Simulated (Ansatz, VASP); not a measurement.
**One calculation of KF, two programs**

Contents of INCAR:

```
SYSTEM = KF
PREC = Accurate ; ENCUT = 520
EDIFF = 1E-6 ; ISMEAR = 0
SIGMA = 0.01 ; LREAL = .False.
LASPH = .True. ; NELM = 60
ALGO = Normal ; ISIF = 2
LWAVE = .False. ; LCHARG = .False.
GGA = PS ; NBANDS = 15
```

File KPOINTS:

```
regular mesh
0
Gamma
  8 8 8
  0 0 0
```

The input POSCAR:

```
KF
1.0
    2.7072711892      2.7072711892      0.0000000000
   -2.7072711892      2.7072711892      0.0000000000
    0.0000000000      2.7072711892      2.6302862306
K F
1 1
Direct
    0.0000000000      0.0000000000      0.0000000000
    0.5000000000      0.5000000000      0.0000000000
```

Input for Ansatz:

```yaml
crystal:
  lattice:
    - [2.70727118924, 2.70727118924, 0.0]
    - [-2.70727118924, 2.70727118924, 0.0]
    - [0.0, 2.70727118924, 2.63028623058]
  atoms:
    - { symbol: K, position: [0.0, 0.0, 0.0] }
    - { symbol: F, position: [0.5, 0.5, 0.0] }
kpoints:
  mp_grid: { grid: [8, 8, 8] }
scf:
  occupations: { method: fixed }
  convergence: { dr2_threshold: 1.0e-10 }
hamiltonian:
  xc: pbesol
  pseudopotentials: { kind: all_electron, lapw: { basis_error: 0.0005 } }
output:
  forces: true
  stress: true
  eigenstates:
    kpoints:
      - [0.0, 0.0, 0.0]
      - [-0.5, 0.5, 0.0]
      - [-0.5, -0.5, -0.5]
      - [0.0, 0.0, -0.5]
      - [0.0, -0.5, -0.5]
      - [0.0, 0.5, 0.0]
      - [-0.5, 0.0, 0.0]
      - [-0.5, 0.0, -0.5]
  eigenvalues: true
```

Change from the starting cell: film at in-plane strain +0.02.

Alike in both runs: task single point; functional PBEsol; k mesh 8 × 8 × 8; no spin polarisation.

|  | VASP | Ansatz |
| --- | --- | --- |
| version | VASP 6.6.1 | Ansatz 0.2.0 |
| potentials or method | VASP PAW PBE potentials, release 64 (K_sv, F), cutoff 520 eV | all-electron LAPW, scalar-relativistic |
| occupations | gaussian, width 0.01 eV | fixed |

Ansatz gave:

```
gap on the k mesh at the Fermi level (eV)                     : 5.96
pressure (GPa)                                                : -0.9
traceless stress, the component that is largest in VASP (GPa) : 0.93
```

Q: Estimate VASP's values.

A: gap on the k mesh at the Fermi level (eV): 5.94; pressure (GPa): -0.9; traceless stress, the component that is largest in VASP (GPa): 0.97.

VASP's potentials were made for PBE, not for PBEsol. Ansatz ran all-electron here, and VASP with PAW potentials.
